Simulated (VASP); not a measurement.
The system is Al11Ga5P16.

```
CELL_PARAMETERS angstrom
10.92046 0.00000 0.00000
0.00000 10.92046 0.00000
0.00000 0.00000 10.92046
ATOMIC_POSITIONS crystal
Ga 0.99765 0.00211 0.00558
Ga 0.50334 0.49988 0.00113
Ga 0.25251 0.74914 0.49934
Ga 0.74913 0.24944 0.00208
Ga 0.75104 0.99887 0.24917
Ga 0.75085 0.99986 0.74949
Ga 0.74832 0.49741 0.24899
Ga 0.99588 0.74967 0.24705
Ga 0.50110 0.24763 0.25020
Ga 0.49986 0.74882 0.75360
Al 0.00098 0.00042 0.49843
Al 0.99867 0.49870 0.00056
Al 0.99711 0.50282 0.49845
Al 0.49920 0.00372 0.99909
Al 0.49759 0.00080 0.49889
Al 0.50110 0.50182 0.50066
Al 0.24983 0.25066 0.00111
Al 0.25275 0.24879 0.49702
Al 0.25157 0.74894 0.99997
Al 0.74931 0.24611 0.50020
Al 0.74947 0.74824 0.00151
Al 0.75108 0.74780 0.49882
Al 0.25131 0.99841 0.24886
Al 0.24797 0.00075 0.74943
Al 0.24937 0.49963 0.24960
Al 0.24999 0.49701 0.75210
Al 0.74845 0.50121 0.75171
Al 0.00107 0.24854 0.25183
Al 0.00015 0.24755 0.74877
Al 0.99865 0.74831 0.74966
Al 0.50032 0.24972 0.75017
Al 0.50007 0.75126 0.25211
P 0.12224 0.12556 0.12284
P 0.12580 0.12253 0.62212
P 0.12048 0.62363 0.12255
P 0.12319 0.62473 0.62327
P 0.62589 0.12403 0.12310
P 0.62498 0.12707 0.62326
P 0.62328 0.62408 0.12282
P 0.62637 0.62416 0.62326
P 0.37373 0.37445 0.12300
P 0.37289 0.37350 0.62277
P 0.37338 0.87706 0.12577
P 0.37614 0.87835 0.62635
P 0.87352 0.37400 0.12502
P 0.87402 0.37601 0.62814
P 0.87598 0.87554 0.12636
P 0.87653 0.87428 0.62526
P 0.37310 0.12372 0.37268
P 0.37208 0.12616 0.87550
P 0.37663 0.62888 0.37555
P 0.37885 0.62643 0.87334
P 0.87186 0.12390 0.37269
P 0.87713 0.12473 0.87140
P 0.87480 0.62237 0.37372
P 0.87645 0.62701 0.87491
P 0.12395 0.36998 0.37654
P 0.12434 0.37301 0.87333
P 0.12344 0.87415 0.37404
P 0.12552 0.87302 0.87501
P 0.62437 0.37427 0.37361
P 0.62645 0.37644 0.87405
P 0.62841 0.87447 0.37412
P 0.62440 0.87333 0.87428
```

```yaml
Program: VASP 6.6.1
Task: relaxation of volume and atoms at fixed shape
Functional: PBEsol
Potentials_or_basis: VASP PAW PBE potentials, release 64 (Ga_d, Al, P)
Cutoff: 600 eV
k_mesh: 1 × 1 × 1, shifted
Occupations: fermi-dirac, width 0.05 eV
Spin: no spin polarisation
```

At the start: pressure 0.2 GPa; volume 20.35 Å³/atom.

Q: Where does the relaxation end?

A: Over 10 steps the energy falls by 6.4 meV/atom and the volume is 20.37 Å³/atom (+0.1 %); space group P1 (No. 1, to 0.1 Å) before and after.

The path:
```tsv
step	energy change (eV)	largest force (eV/Å)	pressure (GPa)	volume (Å³)
1	0.0000	0.9006	0.16	1302.34
2	-0.3701	0.2302	-0.19	1306.27
3	-0.3734	0.1601	-0.22	1306.69
4	-0.3948	0.0864	0.13	1301.38
5	-0.3957	0.0769	0.23	1299.97
6	-0.4047	0.0712	-0.01	1303.52
7	-0.4050	0.0781	-0.07	1304.38
8	-0.4086	0.0366	-0.01	1303.61
9	-0.4092	0.0427	0.01	1303.21
10	-0.4108	0.0268	-0.01	1303.39
```

Final structure:
```
Ga Al P
1.0
    10.92341    0.00000    0.00000
     0.00000   10.92341    0.00000
     0.00000    0.00000   10.92341
Ga Al P
10 22 32
Direct
  0.99891 0.99983 0.99986
  0.50029 0.49931 0.00012
  0.25022 0.74999 0.50020
  0.75015 0.24898 0.99956
  0.74970 0.00004 0.24915
  0.74996 0.99938 0.74964
  0.74877 0.49856 0.24908
  0.99943 0.74891 0.24921
  0.50052 0.24960 0.24877
  0.50004 0.74996 0.74990
  0.99951 0.99873 0.49870
  0.99894 0.49908 0.99981
  0.99975 0.49992 0.49949
  0.49953 0.00046 0.99882
  0.50009 0.99968 0.49965
  0.49968 0.50052 0.49939
  0.24966 0.25020 0.00028
  0.25074 0.24939 0.49894
  0.25014 0.74911 0.99982
  0.74952 0.24950 0.49982
  0.74956 0.74979 0.99993
  0.75055 0.74959 0.49947
  0.24909 0.99876 0.24903
  0.24922 0.99939 0.75014
  0.24976 0.50032 0.25028
  0.25012 0.49975 0.74955
  0.74954 0.50020 0.75052
  0.99915 0.24952 0.25003
  0.99991 0.24889 0.74881
  0.00039 0.75007 0.74993
  0.50008 0.25001 0.75002
  0.49989 0.75017 0.25004
  0.12390 0.12465 0.12452
  0.12505 0.12386 0.62343
  0.12448 0.62412 0.12444
  0.12518 0.62515 0.62438
  0.62521 0.12474 0.12409
  0.62493 0.12451 0.62531
  0.62444 0.62441 0.12507
  0.62484 0.62514 0.62481
  0.37513 0.37524 0.12526
  0.37525 0.37479 0.62435
  0.37526 0.87465 0.12412
  0.37485 0.87460 0.62513
  0.87398 0.37401 0.12469
  0.87438 0.37498 0.62489
  0.87480 0.87501 0.12506
  0.87507 0.87470 0.62497
  0.37527 0.12424 0.37336
  0.37424 0.12543 0.87450
  0.37456 0.62564 0.37507
  0.37573 0.62436 0.87472
  0.87412 0.12434 0.37461
  0.87457 0.12408 0.87445
  0.87429 0.62377 0.37349
  0.87504 0.62520 0.87498
  0.12487 0.37458 0.37478
  0.12447 0.37450 0.87448
  0.12470 0.87309 0.37446
  0.12464 0.87469 0.87575
  0.62424 0.37436 0.37453
  0.62510 0.37442 0.87563
  0.62560 0.87495 0.37459
  0.62486 0.87509 0.87441
```

Caveat: the PAW data sets were made with another functional, which shifts forces and pressure a little.
